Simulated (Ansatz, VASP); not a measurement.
# Al in VASP and in Ansatz

File INCAR:

```
SYSTEM = Al
PREC = Accurate
ENCUT = 520
EDIFF = 1E-6
ISMEAR = 0
SIGMA = 0.15
LREAL = .False.
LASPH = .True.
NELM = 60
ALGO = Fast
ISIF = 2
LWAVE = .False.
LCHARG = .True.
GGA = PE
LELF = .True.
LVHAR = .True.
NBANDS = 8
```

File KPOINTS:

```
regular mesh
0
Gamma
  20 20 20
  0 0 0
```

File POSCAR:

```
Al
1.0
    0.0000000000      1.9430208000      2.1858984000
    1.9430208000      0.0000000000      2.1858984000
    1.9430208000      1.9430208000      0.0000000000
Al
1
Direct
    0.0000000000      0.0000000000      0.0000000000
```

Input for Ansatz:

```yaml
crystal:
  lattice:
    - [0.0, 1.9430208, 2.1858984]
    - [1.9430208, 0.0, 2.1858984]
    - [1.9430208, 1.9430208, 0.0]
  atoms:
    - { symbol: Al, position: [0.0, 0.0, 0.0] }
basis:
  ecutwfc: 420
kpoints:
  mp_grid: { grid: [20, 20, 20] }
hamiltonian:
  xc: pbe
scf:
  occupations: { method: gaussian, width: 0.15 }
output:
  forces: true
  stress: true
  eigenvalues: true
```

Change from the starting cell: strain -0.040 along x and y, +0.080 along z, atoms carried along.

Alike in both runs: task single point; functional PBE; k mesh 20 × 20 × 20; occupations gaussian, width 0.15 eV; no spin polarisation.

|  | VASP | Ansatz |
| --- | --- | --- |
| version | VASP 6.6.1 | Ansatz 0.2.0 |
| potentials or method | VASP PAW PBE potentials, release 64 (Al), cutoff 520 eV | scalar-relativistic, plane waves, PAW |
| valence electrons in the cell | 3 | 3 |

```csv
,VASP,Ansatz,Ansatz less VASP
gap on the k mesh at the Fermi level (eV),none,none,-
pressure (GPa),1.0,1.0,+0.03
"traceless stress, the component that is largest in VASP (GPa)",-4.87,-4.88,-0.011
```

A gap of «none» marks a metal or a gap that the smearing closes.
